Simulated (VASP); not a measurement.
Ca: single point with PBEsol

Ca:

```
CELL_PARAMETERS angstrom
4.02997 0.00000 0.00000
0.00000 3.92534 0.00000
0.00000 0.00000 5.18100
ATOMIC_POSITIONS crystal
Ca 0.00000 0.00000 0.50000
Ca 0.50000 0.50000 0.00000
```

This cell differs from its parent crystal: uniaxial strain along a: +4.5 %, then relaxed in part.

- Program: VASP 6.6.1
- Task: single point
- Functional: PBEsol
- Potentials or basis: VASP PAW PBE potentials, release 64 (Ca_sv)
- Cutoff: 520 eV
- k mesh: 12 × 12 × 8
- Occupations: gaussian, width 0.1 eV
- Spin: no spin polarisation

```json
{
  "Pressure": "-0.2 GPa",
  "Band gap on the k mesh": "zero (bands 10 and 11 overlap by 0.40 eV)"
}
```

Stress tensor (GPa, compression positive):
```
-0.61  0.00  0.00
 0.00  0.00  0.00
 0.00  0.00 -0.01
```

Levels at points of the mesh, in eV from the Fermi level:
```
           k point  band 7  band 8  band 9  band 10  band 11  band 12  band 13  band 14
(0.00, 0.00, 0.00)  -22.77  -22.76   -4.09    -0.34     0.41     1.60     2.18     2.34
(0.50, 0.00, 0.00)  -22.80  -22.80   -1.71    -1.71     1.22     1.22     1.42     1.42
(0.00, 0.50, 0.00)  -22.80  -22.80   -1.59    -1.59     1.22     1.22     1.52     1.52
(0.50, 0.50, 0.00)  -22.81  -22.81   -0.58    -0.58     0.64     0.64     0.75     0.75
(0.00, 0.00, 0.50)  -22.81  -22.81   -2.57    -2.57     1.32     1.32     2.55     2.55
(0.50, 0.00, 0.50)  -22.77  -22.77   -1.05    -1.05    -0.18    -0.18     2.09     2.09
(0.00, 0.50, 0.50)  -22.78  -22.78   -0.97    -0.97    -0.07    -0.07     1.92     1.92
(0.50, 0.50, 0.50)  -22.83  -22.83    0.22     0.22     0.57     0.57     0.61     0.61
```

Wall time 10 min on 1 thread of Intel Xeon 8259CL (shared host), peak memory 0.4 GiB.

Caveat: the cell differs from its parent crystal (uniaxial strain along a: +4.5 %, then relaxed in part); the PAW data sets were made with another functional, which shifts forces and pressure a little.
